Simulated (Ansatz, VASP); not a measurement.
Two plane-wave programs on KI

File INCAR:

```
SYSTEM = KI
PREC = Accurate
ENCUT = 520
EDIFF = 1E-7
ISMEAR = 0
SIGMA = 0.05
LREAL = .False.
LASPH = .True.
NELM = 100
ALGO = Normal
ISIF = 2
LWAVE = .False.
LCHARG = .True.
GGA = PE
LELF = .True.
LVHAR = .True.
NBANDS = 15
```

KPOINTS

```
regular mesh
0
Gamma
  6 6 6
  0 0 0
```

Contents of POSCAR:

```
KI
1.0
    0.0000000000      3.7207518015      3.1626390313
    3.7207518015      0.0000000000      3.1626390313
    3.7207518015      3.7207518015      0.0000000000
K I
1 1
Direct
    0.0000000000      0.0000000000      0.0000000000
    0.5000000000      0.5000000000      0.5000000000
```

Input for Ansatz:

```yaml
crystal:
  lattice:
    - [0.0, 3.7207518015, 3.1626390313]
    - [3.7207518015, 0.0, 3.1626390313]
    - [3.7207518015, 3.7207518015, 0.0]
  atoms:
    - { symbol: K, position: [0.0, 0.0, 0.0] }
    - { symbol: I, position: [0.5, 0.5, 0.5] }
basis:
  ecutwfc: 420
kpoints:
  mp_grid: { grid: [6, 6, 6] }
hamiltonian:
  xc: pbe
scf:
  occupations: { method: gaussian, width: 0.05 }
output:
  forces: true
  stress: true
  eigenvalues: true
```

Alike in both runs: task single point; functional PBE; k mesh 6 × 6 × 6; occupations gaussian, width 0.05 eV; no spin polarisation.

```csv
,VASP,Ansatz
version,VASP 6.6.1,Ansatz 0.2.0
potentials or method,"VASP PAW PBE potentials, release 64 (K_sv, I), cutoff 520 eV","scalar-relativistic, plane waves, PAW"
valence electrons in the cell,16,26
```

|  | VASP | Ansatz | Ansatz less VASP |
| --- | --- | --- | --- |
| gap on the k mesh at the Fermi level (eV) | 3.85 | 3.85 | +0.006 |
| least direct gap on the mesh (eV) | 3.85 | 3.85 | +0.006 |
| pressure (GPa) | 1.9 | 1.9 | -0.04 |
| traceless stress, the component that is largest in VASP (GPa) | 4.44 | 4.39 | -0.049 |

The functional is the same, so the differences come from potentials, cutoffs and numerics. VASP's potentials hold 16 valence electrons a cell and Ansatz's 26, so a difference there can come from the potentials and not from the codes.

Neither program's run includes spin-orbit coupling.
